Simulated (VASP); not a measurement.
The system is Ag.

```xyz
1
Lattice="0.0000 2.0010 2.0010 2.0010 0.0000 2.0010 2.0010 2.0010 0.0000" Properties=species:S:1:pos:R:3 pbc="T T T"
Ag    0.0000    0.0000    0.0000
```

Base run:

* Program: VASP 6.6.1
* Functional: r2SCAN
* Potentials or basis: VASP PAW PBE potentials, release 64 (Ag)
* Cutoff: 520 eV
* k mesh: 11 × 11 × 11
* Occupations: fermi-dirac, width 0.05 eV
* Spin: no spin polarisation

Its results: pressure 9.6 GPa.

Question: After a change of settings the same cell gave: pressure 16.0 GPa. Which change was it?
A. functional from r2SCAN to HF; k mesh from 11 × 11 × 11 to 6 × 6 × 6
B. functional from r2SCAN to PBE exchange alone
C. functional from r2SCAN to HSE06; k mesh from 11 × 11 × 11 to 6 × 6 × 6
D. functional from r2SCAN to revPBE; further incar settings from ALGO = Normal; EDIFF = 1e-06; NBANDS = 12 to ALGO = Fast; EDIFF = 1e-07; NBANDS = 12

Answer: D.

Caveats: the PAW data sets were made with another functional, which shifts forces and pressure a little.
